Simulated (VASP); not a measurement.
# Re (P6_3/mmc) in VASP: notebook

Re is run at these levels: LDA, PBE+D3(BJ); tasks: single point.

All numbers are computed with VASP 6.6.1; they aren't measurements. Logs are shortened: lines on timing, memory, paths and dates and some standing lists are left out, and cuts for length are marked.

### Step 1. The cell of the first run

The structure is hexagonal, space group P6_3/mmc (No. 194). Conventional cell: a = 2.797 Å, b = 2.797 Å, c = 4.517 Å, α = 90.00°, β = 90.00°, γ = 120.00°. Re (site symmetry -6m2) has 12 Re at 2.78 to 2.80 Å within 3.7 Å.

### Step 2. Single point, LDA

Input file INCAR:

```
ALGO = Normal
EDIFF = 1E-7
ENCUT = 520
ISIF = 2
ISMEAR = -1
LASPH = T
LCHARG = F
LREAL = F
LWAVE = F
NBANDS = 14
NELM = 80
PREC = Accurate
SIGMA = 0.05
```

Input file KPOINTS:

```
k-points
0
Gamma
  11 11 6
```

Input file POSCAR:

```
Re
1.0
    2.7971304821      0.0000000000      0.0000000000
   -1.3985652410      2.4223860552      0.0000000000
    0.0000000000      0.0000000000      4.5168672541
Re
2
Direct
    0.6666666667      0.3333333333      0.7500000000
    0.3333333333      0.6666666667      0.2500000000
```

Potentials or basis: VASP PAW LDA potentials, release 64 (Re).

Command:

```sh
$ cat potpaw_LDA.64/Re/POTCAR > POTCAR
$ mpirun -np 1 vasp_std > vasp.out
```

OUTCAR:

```text
EDIFF = 1E-7
   ENCUT = 520
   ISIF = 2
   ISMEAR = -1
   LASPH = T
   LREAL = F
   NELM = 80
   PREC = Accurate

 ion  position               nearest neighbor table
   1  0.667  0.333  0.750-   2 2.78   2 2.78   2 2.78   2 2.78   2 2.78   2 2.78
   2  0.333  0.667  0.250-   1 2.78   1 2.78   1 2.78   1 2.78   1 2.78   1 2.78

  LATTYP: Found a hexagonal cell.
 ALAT       =     2.7971304821
 C/A-ratio  =     1.6148217908

  Lattice vectors:

 A1 = (   2.7971304821,   0.0000000000,   0.0000000000)
 A2 = (  -1.3985652410,   2.4223860552,   0.0000000000)
 A3 = (   0.0000000000,   0.0000000000,   4.5168672541)

Analysis of symmetry for initial positions (statically):
=====================================================================
 Subroutine PRICEL returns:
 Original cell was already a primitive cell.

 Routine SETGRP: Setting up the symmetry group for a
 hexagonal supercell.

 Subroutine GETGRP returns: Found 24 space group operations
 (whereof 12 operations were pure point group operations)
 out of a pool of 24 trial point group operations.

The static configuration has the point symmetry D_3d.
 The point group associated with its full space group is D_6h.

Analysis of symmetry for dynamics (positions and initial velocities):
=====================================================================
 Subroutine PRICEL returns:
 Original cell was already a primitive cell.

 Routine SETGRP: Setting up the symmetry group for a
 hexagonal supercell.

 Subroutine GETGRP returns: Found 24 space group operations
 (whereof 12 operations were pure point group operations)
 out of a pool of 24 trial point group operations.

The dynamic configuration has the point symmetry D_3d.
 The point group associated with its full space group is D_6h.

 Subroutine INISYM returns: Found 24 space group operations
 (whereof 12 operations are pure point group operations),
 and found     1 'primitive' translations

----------------------------------------------------------------------------------------

                                     Primitive cell

  volume of cell :      30.6051

  direct lattice vectors                    reciprocal lattice vectors
     2.797130482  0.000000000  0.000000000     0.357509243  0.206408057  0.000000000
    -1.398565241  2.422386055  0.000000000     0.000000000  0.412816115  0.000000000
     0.000000000  0.000000000  4.516867254     0.000000000  0.000000000  0.221392382

  length of vectors
     2.797130482  2.797130482  4.516867254     0.412816115  0.412816115  0.221392382

  position of ions in fractional coordinates (direct lattice)
     0.666666667  0.333333333  0.750000000
     0.333333333  0.666666667  0.250000000

  ion indices of the primitive-cell ions
   primitive index   ion index
                 1           1
                 2           2

----------------------------------------------------------------------------------------

 KPOINTS: k-points

Automatic generation of k-mesh.
 Grid dimensions read from file:
 generate k-points for:   11   11    6

 Generating k-lattice:

  Cartesian coordinates                     Fractional coordinates (reciprocal lattice)
     0.032500840  0.018764369  0.000000000     0.090909091 -0.000000000  0.000000000
     0.000000000  0.037528738  0.000000000     0.000000000  0.090909091  0.000000000
     0.000000000  0.000000000  0.036898730     0.000000000  0.000000000  0.166666667

  Length of vectors
     0.037528738  0.037528738  0.036898730

  Shift w.r.t. Gamma in fractional coordinates (k-lattice)
     0.000000000  0.000000000  0.000000000

 Subroutine IBZKPT returns following result:
 ===========================================

 Found     64 irreducible k-points:

 Following reciprocal coordinates:
            Coordinates               Weight
  0.000000  0.000000  0.000000      1.000000
  0.090909 -0.000000  0.000000      6.000000
  0.181818 -0.000000  0.000000      6.000000
  0.272727 -0.000000  0.000000      6.000000
  0.363636  0.000000  0.000000      6.000000
  0.454545  0.000000  0.000000      6.000000
[... 16 lines left out ...]
  0.090909  0.090909  0.166667     12.000000
  0.181818  0.090909  0.166667     24.000000
 [... further k-points ...]
   k-points           NKPTS =     64   k-points in BZ     NKDIM =     64   number of bands    NBANDS=     14
   number of dos      NEDOS =    301   number of ions     NIONS =      2
   total plane-waves  NPLWV =  20736
   dimension x,y,z NGX =    24 NGY =   24 NGZ =   36
   dimension x,y,z NGXF=    48 NGYF=   48 NGZF=   72
   ions per type =               2
   NGX,Y,Z   is equivalent  to a cutoff of  14.26, 14.26, 13.25 a.u.
   NGXF,Y,Z  is equivalent  to a cutoff of  28.53, 28.53, 26.50 a.u.
 SYSTEM =  unknown system
   PREC   = accura    normal or accurate (medium, high low for compatibility)
   ISTART =      0    job   : 0-new  1-cont  2-samecut
   ICHARG =      2    charge: 1-file 2-atom 10-const
   ISPIN  =      1    spin polarized calculation?
   LNONCOLLINEAR =      F non collinear calculations
   LSORBIT =      F    spin-orbit coupling
   LASPH  =      T    aspherical Exc in radial PAW
   ENCUT  =  520.0 eV  38.22 Ry    6.18 a.u.   5.20  5.20  8.40*2*pi/ulx,y,z
   NELM   =     80;   NELMIN=  2; NELMDL= -5     # of ELM steps
   EDIFF  = 0.1E-06   stopping-criterion for ELM
   LREAL  =      F    real-space projection
   EDIFFG = 0.1E-05   stopping-criterion for IOM
   NSW    =      0    number of steps for IOM
   IBRION =     -1    ionic relax: 0-MD 1-quasi-New 2-CG
   NFREE  =      0    steps in history (QN), initial steepest desc. (CG)
   ISIF   =      2    stress and relaxation
   ISYM   =      2    0-nonsym 1-usesym 2-fastsym
   POTIM  = 0.5000    time-step for ionic-motion
   TEBEG  =    0.0;   TEEND  =   0.0 temperature during run
   PSTRESS=    0.0 pullay stress
   NELECT =      14.0000    total number of electrons
   NUPDOWN=      -1.0000    fix difference up-down
   EMIN   =  10.00;   EMAX   =-10.00  energy-range for DOS
   EFERMI =   0.00;   METHOD = LEGACY
   ISMEAR =    -1;   SIGMA  =   0.05  broadening in eV -4-tet -1-fermi 0-gaus
   EFERMI_NEDOS =   21; number of points for ismear=-14 and -15
   IALGO  =     38    algorithm
   IMIX   =      4    mixing-type and parameters
     AMIX     =   0.40;   BMIX     =  1.00
     AMIX_MAG =   1.60;   BMIX_MAG =  1.00
  volume/ion in A,a.u.               =      15.30       103.27
  Fermi-wavevector in a.u.,A,eV,Ry     =   1.261401  2.383702 21.648659  1.591132
  Thomas-Fermi vector in A             =   2.394862
   LORBIT       =      0    0 simple, 1 ext, 2 COOP (PROOUT), +10 PAW based schemes
   GGA     = CA    functional components
   LHFCALC =     F    Hartree Fock is set to
   AEXX    =    0.0000 exact exchange contribution
   IVDW    =     0    specifies the selected vdW correction
   LEPSILON=     F    determine dielectric tensor
   LRPA    =     F    only Hartree local field effects (RPA)
 non-spin polarized calculation
  energy-cutoff  :      520.00
  volume of cell :       30.61
 maximum number of plane-waves:       839
 NGX is ok and might be reduce to    24
   NGX = 11   NGY = 11   NGZ = 17

 number of electron      14.0000000 magnetization

 Free energy of the ion-electron system (eV)
  ---------------------------------------------------
  ext. energy  EPLUGINS =         0.00000000
  ---------------------------------------------------
  free energy    TOTEN  =       -27.39850347 eV

  energy without entropy =      -27.38382542  energy(sigma->0) =      -27.39116444

 E-fermi :   7.3666     XC(G=0): -13.6311

 val. band max:        7.3418332997   @ k =   0.1818  -0.0000   0.1667
 cond. band min:       7.4102404076   @ k =   0.3636   0.1818   0.3333
 fundamental gap:      0.0684071079
 Fermi energy:         7.3665965702

 k-point     1 :       0.0000    0.0000    0.0000
  band No.  band energies     occupation
      1      -2.1670      2.00000
      2       1.0352      2.00000
      3       5.8520      2.00000
      4       5.8569      2.00000
      5       5.8569      2.00000
      6       6.6406      2.00000
      7       6.6406      2.00000
      8       7.5173      0.09355
      9       7.5173      0.09355
     10       8.0257      0.00000
     11      10.5266      0.00000
     12      10.5266      0.00000
     13      16.8644      0.00000
     14      21.5248      0.00000

 k-point     2 :       0.0909   -0.0000    0.0000
  band No.  band energies     occupation
      1      -1.8453      2.00000
      2       1.3343      2.00000
      3       5.2607      2.00000
      4       6.1505      2.00000
      5       6.3168      2.00000
      6       6.4690      2.00000
      7       6.7892      1.99998
      8       6.9172      1.99975
      9       7.2828      1.68477
     10       7.4995      0.13102
     11      10.6800      0.00000
     12      11.8141      0.00000
     13      16.8302      0.00000
     14      22.2133      0.00000

 k-point     3 :       0.1818   -0.0000    0.0000
  band No.  band energies     occupation
      1      -0.9545      2.00000
      2       2.0475      2.00000
      3       4.6336      2.00000
      4       5.2304      2.00000
      5       5.8939      2.00000
      6       6.7593      1.99999
      7       7.0020      1.99864
      8       7.0904      1.99206
      9       7.1183      1.98616
     10       7.7127      0.00197
     11      10.9813      0.00000
     12      13.9468      0.00000
     13      16.6258      0.00000
     14      23.4030      0.00000
[... 324 lines left out ...]
 k-point    23 :       0.0909    0.0909    0.1667
  band No.  band energies     occupation
      1      -0.9497      2.00000
      2       1.9064      2.00000
      3       4.7928      2.00000
      4       5.0045      2.00000
      5       5.8732      2.00000
      6       6.3566      2.00000
      7       6.5673      2.00000
      8       7.1037      1.98965
      9       7.8013      0.00034
     10       7.8386      0.00016
     11      10.7637      0.00000
     12      12.4884      0.00000
     13      18.1381      0.00000
     14      22.8222      0.00000

 k-point    24 :       0.1818    0.0909    0.1667
  band No.  band energies     occupation
      1       0.0688      2.00000
      2       2.6735      2.00000
      3       3.9905      2.00000
      4       4.3185      2.00000
      5       5.5163      2.00000
      6       6.1648      2.00000
      7       6.7371      1.99999
      8       7.6337      0.00953
      9       8.3097      0.00000
     10       8.6692      0.00000
     11      10.8893      0.00000
     12      13.8328      0.00000
     13      18.1069      0.00000
     14      22.8483      0.00000

 [... further k-points ...]

------------------------ aborting loop because EDIFF is reached ----------------------------------------

  FORCE on cell =-STRESS in cart. coord.  units (eV):
  Direction    XX          YY          ZZ          XY          YZ          ZX
  --------------------------------------------------------------------------------------
  -------------------------------------------------------------------------------------
  Total       -4.1997389     -4.1997389     -4.3165391     -0.0000000     -0.0000000      0.0000000
  in kB     -219.8565781   -219.8565781   -225.9710727     -0.0000000     -0.0000000      0.0000000
  external PRESSURE =    -221.8947429 kB  Pullay stress =       0.0000000 kB

 VOLUME and BASIS-vectors are now :
 -----------------------------------------------------------------------------
  energy-cutoff  :      520.00
  volume of cell :       30.61
      direct lattice vectors                 reciprocal lattice vectors
     2.797130482  0.000000000  0.000000000     0.357509243  0.206408057  0.000000000
    -1.398565241  2.422386055  0.000000000     0.000000000  0.412816115  0.000000000
     0.000000000  0.000000000  4.516867254     0.000000000  0.000000000  0.221392382

 POSITION                                       TOTAL-FORCE (eV/Angst)
 -----------------------------------------------------------------------------------
      1.39857      0.80746      3.38765        -0.000000      0.000000      0.000000
     -0.00000      1.61492      1.12922         0.000000      0.000000      0.000000
 -----------------------------------------------------------------------------------
    total drift:                               -0.000000      0.000000     -0.000000

  FREE ENERGIE OF THE ION-ELECTRON SYSTEM (eV)
  ---------------------------------------------------
  free  energy   TOTEN  =       -27.3985034688 eV

  energy  without entropy=      -27.3838254173  energy(sigma->0) =      -27.39116444
```

Wall time 9.5 s (1 thread of Intel Xeon 6975P-C (Granite Rapids), shared host); peak memory 0.15 GiB.

Results:

```yaml
Free_energy: -27.3985 eV
Pressure: -22.2 GPa
Band_gap_on_the_k_mesh: zero (band 7 reaches 8.70 eV, above the bottom of band 8 at 5.73 eV)
```

Caveat: spin-orbit coupling is left out, which moves the levels of the heavy elements.

(Part 1 of 2 ends here.)
